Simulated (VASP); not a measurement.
# Sb (Pm-3m) in VASP: further runs

Runs on Sb. Level: LDA. Tasks: single point.

Program: VASP 6.6.1. These are calculated values, not measurements. Logs are shortened: lines on timing, memory, paths and dates and some standing lists are left out, and cuts for length are marked.

## 1. The cell of the first run

It takes space group Pm-3m (No. 221, cubic). Conventional cell: a = 3.139 Å, b = 3.139 Å, c = 3.139 Å, α = 90.00°, β = 90.00°, γ = 90.00°. Within 4.1 Å of Sb (site symmetry m-3m) lie 6 Sb at 3.14 Å.

## 2. Single point, LDA

Input file INCAR:

```
SYSTEM = Sb
ALGO = Normal
EDIFF = 1E-7
ENCUT = 520
ISIF = 2
ISMEAR = -1
LASPH = .True.
LCHARG = .False.
LREAL = .False.
LWAVE = .False.
NBANDS = 8
NELM = 100
PREC = Accurate
SIGMA = 0.05
```

Input file KPOINTS:

```
k-points
0
Gamma
  8 8 8
  0 0 0
```

Input file POSCAR:

```
Sb
1.0
    3.1387913073      0.0000000000      0.0000000000
    0.0000000000      3.1387913073      0.0000000000
    0.0000000000      0.0000000000      3.1387913073
Sb
1
Direct
    0.0000000000      0.0000000000      0.0000000000
```

Potentials or basis: VASP PAW LDA potentials, release 64 (Sb).

Started as:

```
> cat potpaw_LDA.64/Sb/POTCAR > POTCAR
> mpirun -np 1 vasp_std > vasp.out
```

OUTCAR:

```text
SYSTEM = Sb
   EDIFF = 1E-7
   ENCUT = 520
   ISIF = 2
   ISMEAR = -1
   LASPH = .True.
   LREAL = .False.
   NELM = 100
   PREC = Accurate

 ion  position               nearest neighbor table
   1  0.000  0.000  0.000-

  LATTYP: Found a simple cubic cell.
 ALAT       =     3.1387913073

  Lattice vectors:

 A1 = (   3.1387913073,   0.0000000000,   0.0000000000)
 A2 = (   0.0000000000,   3.1387913073,   0.0000000000)
 A3 = (   0.0000000000,   0.0000000000,   3.1387913073)

Analysis of symmetry for initial positions (statically):
=====================================================================
 Subroutine PRICEL returns:
 Original cell was already a primitive cell.

 Routine SETGRP: Setting up the symmetry group for a
 simple cubic supercell.

 Subroutine GETGRP returns: Found 48 space group operations
 (whereof 48 operations were pure point group operations)
 out of a pool of 48 trial point group operations.

The static configuration has the point symmetry O_h .

Analysis of symmetry for dynamics (positions and initial velocities):
=====================================================================
 Subroutine PRICEL returns:
 Original cell was already a primitive cell.

 Routine SETGRP: Setting up the symmetry group for a
 simple cubic supercell.

 Subroutine GETGRP returns: Found 48 space group operations
 (whereof 48 operations were pure point group operations)
 out of a pool of 48 trial point group operations.

The dynamic configuration has the point symmetry O_h .

 Subroutine INISYM returns: Found 48 space group operations
 (whereof 48 operations are pure point group operations),
 and found     1 'primitive' translations

----------------------------------------------------------------------------------------

                                     Primitive cell

  volume of cell :      30.9234

  direct lattice vectors                    reciprocal lattice vectors
     3.138791307  0.000000000  0.000000000     0.318593975  0.000000000  0.000000000
     0.000000000  3.138791307  0.000000000     0.000000000  0.318593975  0.000000000
     0.000000000  0.000000000  3.138791307     0.000000000  0.000000000  0.318593975

  length of vectors
     3.138791307  3.138791307  3.138791307     0.318593975  0.318593975  0.318593975

  position of ions in fractional coordinates (direct lattice)
     0.000000000  0.000000000  0.000000000

  ion indices of the primitive-cell ions
[... 69 lines left out ...]
   LNONCOLLINEAR =      F non collinear calculations
   LSORBIT =      F    spin-orbit coupling
   LASPH  =      T    aspherical Exc in radial PAW
   ENCUT  =  520.0 eV  38.22 Ry    6.18 a.u.   5.84  5.84  5.84*2*pi/ulx,y,z
   NELM   =    100;   NELMIN=  2; NELMDL= -5     # of ELM steps
   EDIFF  = 0.1E-06   stopping-criterion for ELM
   LREAL  =      F    real-space projection
   EDIFFG = 0.1E-05   stopping-criterion for IOM
   NSW    =      0    number of steps for IOM
   IBRION =     -1    ionic relax: 0-MD 1-quasi-New 2-CG
   NFREE  =      0    steps in history (QN), initial steepest desc. (CG)
   ISIF   =      2    stress and relaxation
   ISYM   =      2    0-nonsym 1-usesym 2-fastsym
   POTIM  = 0.5000    time-step for ionic-motion
   TEBEG  =    0.0;   TEEND  =   0.0 temperature during run
   PSTRESS=    0.0 pullay stress
   NELECT =       5.0000    total number of electrons
   NUPDOWN=      -1.0000    fix difference up-down
   EMIN   =  10.00;   EMAX   =-10.00  energy-range for DOS
   EFERMI =   0.00;   METHOD = LEGACY
   ISMEAR =    -1;   SIGMA  =   0.05  broadening in eV -4-tet -1-fermi 0-gaus
   EFERMI_NEDOS =   21; number of points for ismear=-14 and -15
   IALGO  =     38    algorithm
   IMIX   =      4    mixing-type and parameters
     AMIX     =   0.40;   BMIX     =  1.00
     AMIX_MAG =   1.60;   BMIX_MAG =  1.00
  volume/ion in A,a.u.               =      30.92       208.68
  Fermi-wavevector in a.u.,A,eV,Ry     =   0.891872  1.685393 10.822552  0.795435
  Thomas-Fermi vector in A             =   2.013748
   LORBIT       =      0    0 simple, 1 ext, 2 COOP (PROOUT), +10 PAW based schemes
   GGA     = CA    functional components
   LHFCALC =     F    Hartree Fock is set to
   AEXX    =    0.0000 exact exchange contribution
   IVDW    =     0    specifies the selected vdW correction
   LEPSILON=     F    determine dielectric tensor
   LRPA    =     F    only Hartree local field effects (RPA)
 non-spin polarized calculation
  energy-cutoff  :      520.00
  volume of cell :       30.92
 maximum number of plane-waves:       852
 NGX is ok and might be reduce to    24
   NGX = 11   NGY = 11   NGZ = 11

 number of electron       5.0000000 magnetization

 Free energy of the ion-electron system (eV)
  ---------------------------------------------------
  ext. energy  EPLUGINS =         0.00000000
  ---------------------------------------------------
  free energy    TOTEN  =        -4.73536577 eV

  energy without entropy =       -4.72815731  energy(sigma->0) =       -4.73176154

 E-fermi :   6.4822     XC(G=0):  -9.6547

 val. band max:        6.4731699980   @ k =   0.3750   0.2500   0.1250
 cond. band min:       6.7045065301   @ k =   0.2500   0.2500   0.2500
 fundamental gap:      0.2313365321
 Fermi energy:         6.4822303774

 k-point     1 :       0.0000    0.0000    0.0000
  band No.  band energies     occupation
      1      -5.5916      2.00000
      2       9.6769      0.00000
      3       9.6769      0.00000
      4       9.6769      0.00000
      5      13.4088      0.00000
      6      13.4088      0.00000
      7      14.5132      0.00000
      8      22.8962      0.00000
[... 243 lines left out ...]
 k-point    24 :       0.5000    0.3750    0.1250
  band No.  band energies     occupation
      1      -1.3096      2.00000
      2       2.9693      2.00000
      3       4.5023      2.00000
      4       9.9199      0.00000
      5      11.2173      0.00000
      6      16.1076      0.00000
      7      17.3755      0.00000
      8      19.8788      0.00000

 [... further k-points ...]
[... 5 lines left out ...]
  --------------------------------------------------------------------------------------
  -------------------------------------------------------------------------------------
  Total       -0.9153075     -0.9153075     -0.9153075      0.0000000      0.0000000     -0.0000000
  in kB      -47.4231354    -47.4231354    -47.4231354      0.0000000      0.0000000     -0.0000000
  external PRESSURE =     -47.4231354 kB  Pullay stress =       0.0000000 kB

 VOLUME and BASIS-vectors are now :
 -----------------------------------------------------------------------------
  energy-cutoff  :      520.00
  volume of cell :       30.92
      direct lattice vectors                 reciprocal lattice vectors
     3.138791307  0.000000000  0.000000000     0.318593975  0.000000000  0.000000000
     0.000000000  3.138791307  0.000000000     0.000000000  0.318593975  0.000000000
     0.000000000  0.000000000  3.138791307     0.000000000  0.000000000  0.318593975

 POSITION                                       TOTAL-FORCE (eV/Angst)
 -----------------------------------------------------------------------------------
      0.00000      0.00000      0.00000         0.000000      0.000000      0.000000
 -----------------------------------------------------------------------------------
    total drift:                                0.000000     -0.000000      0.000000

  FREE ENERGIE OF THE ION-ELECTRON SYSTEM (eV)
  ---------------------------------------------------
  free  energy   TOTEN  =        -4.7353657657 eV

  energy  without entropy=       -4.7281573061  energy(sigma->0) =       -4.73176154
```

It took 2.8 s on 1 thread of AMD EPYC 9R45 (Zen 5), shared host; peak memory 0.1 GiB.

Results:

| Quantity | Value |
| --- | --- |
| Free energy | -4.7354 eV |
| Pressure | -4.7 GPa |

Levels at points of the mesh, in eV from the Fermi level:
```tsv
k point	band 1	band 2	band 3	band 4	band 5	band 6	band 7
(0.00, 0.00, 0.00)	-12.07	3.19	3.19	3.19	6.93	6.93	8.03
(0.50, 0.00, 0.00)	-9.80	-5.25	5.06	5.06	8.84	10.52	11.17
(0.50, 0.50, 0.00)	-7.41	-3.30	-3.30	2.39	6.93	12.26	12.82
(0.50, 0.50, 0.50)	-4.78	-1.48	-1.48	-1.48	4.96	4.96	4.96
```

Caveat: spin-orbit coupling is left out, which moves the levels of the heavy elements.

## 3. Single point, LDA

This run uses another cell than the first one, of 31.55 Å³/atom, 1.020 times its volume.

Input file INCAR:

```
  PREC = Accurate
  ENCUT = 520
  EDIFF = 1E-7
  ISMEAR = -1
  SIGMA = 0.05
  LREAL = F
  LASPH = T
  NELM = 60
  ALGO = Normal
  ISIF = 2
  LWAVE = F
  LCHARG = T
  LELF = T
  LVHAR = T
  NBANDS = 8
```

Input file KPOINTS:

```
Automatic mesh
0
Gamma
  8 8 8
```

Input file POSCAR:

```
Sb
1.0
    3.1600000000      0.0000000000      0.0000000000
    0.0000000000      3.1600000000      0.0000000000
    0.0000000000      0.0000000000      3.1600000000
Sb
1
Direct
    0.0000000000      0.0000000000      0.0000000000
```

Potentials or basis: VASP PAW LDA potentials, release 64 (Sb).

Started as:

```
> cat potpaw_LDA.64/Sb/POTCAR > POTCAR
> mpirun -np 1 vasp_std > vasp.out
```

Run time: 3 s. Hardware: 1 thread of AMD EPYC 9R45 (Zen 5), shared host; peak memory 0.1 GiB.

Results (log left out):

```yaml
Free_energy: -4.7150 eV
Pressure: -5.6 GPa
```

Levels at points of the mesh, in eV from the Fermi level:
| k point | band 1 | band 2 | band 3 | band 4 | band 5 | band 6 | band 7 | band 8 |
| --- | --- | --- | --- | --- | --- | --- | --- | --- |
| (0.00, 0.00, 0.00) | -11.93 | 3.14 | 3.14 | 3.14 | 6.91 | 6.91 | 7.91 | 16.32 |
| (0.50, 0.00, 0.00) | -9.73 | -5.12 | 4.95 | 4.95 | 8.79 | 10.46 | 11.05 | 11.11 |
| (0.50, 0.50, 0.00) | -7.42 | -3.22 | -3.22 | 2.46 | 6.74 | 12.12 | 12.74 | 12.74 |
| (0.50, 0.50, 0.50) | -4.90 | -1.44 | -1.44 | -1.44 | 4.98 | 4.98 | 4.98 | 7.10 |

Caveat: spin-orbit coupling is left out, which moves the levels of the heavy elements.
